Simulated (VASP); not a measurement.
Input of a VASP 6.6.1 run:

The input POSCAR:

```
SiC
1.0
    3.0888879782      0.0000000000      0.0000000000
   -1.5444439891      2.6750554585      0.0000000000
    0.0000000000      0.0000000000      5.0703204144
Si C
2 2
Direct
    0.3333333333      0.6666666667      0.4995917744
    0.6666666667      0.3333333333      0.9995917744
    0.3333333333      0.6666666667      0.8754082256
    0.6666666667      0.3333333333      0.3754082256
```

File INCAR.step1:

```
SYSTEM = SiC
PREC = Accurate
ENCUT = 520
EDIFF = 1E-5
ISMEAR = 0
SIGMA = 0.01
LREAL = .False.
LASPH = .True.
NELM = 80
ALGO = Normal
ISIF = 2
LWAVE = .True.
LCHARG = .False.
GGA = PE
NBANDS = 16
```

File INCAR.step2:

```
SYSTEM = SiC
PREC = Accurate
ENCUT = 520
EDIFF = 1E-6
ISMEAR = 0
SIGMA = 0.01
LREAL = .False.
LASPH = .True.
NELM = 80
ALGO = Normal
ISIF = 2
LWAVE = .False.
LCHARG = .False.
GGA = PE
LHFCALC = .True.
HFSCREEN = 0.2079
PRECFOCK = Normal
ISTART = 1
NBANDS = 16
```

File KPOINTS:

```
Automatic mesh
0
Gamma
  6 6 4
  0 0 0
```

Potentials or basis: VASP PAW PBE potentials, release 64 (Si, C).

Command:

```bash
$ cat potpaw_PBE.64/Si/POTCAR potpaw_PBE.64/C/POTCAR > POTCAR
$ cp INCAR.step1 INCAR
$ mpirun -np 1 vasp_std > vasp.out
$ cp INCAR.step2 INCAR
$ mpirun -np 1 vasp_std > vasp.out
```

(1) Estimate the largest force.

(2) What does it give for the band gap on the k mesh?

(3) Estimate the pressure.

Answers

(1) 0.020 eV/Å.

(2) 3.18 eV (least direct gap 5.03 eV).

(3) -4.5 GPa.

Caveat: the cell differs from its parent crystal (strain +0.4%); the cell stands under tension; the PAW data sets were made with another functional, which shifts forces and pressure a little.
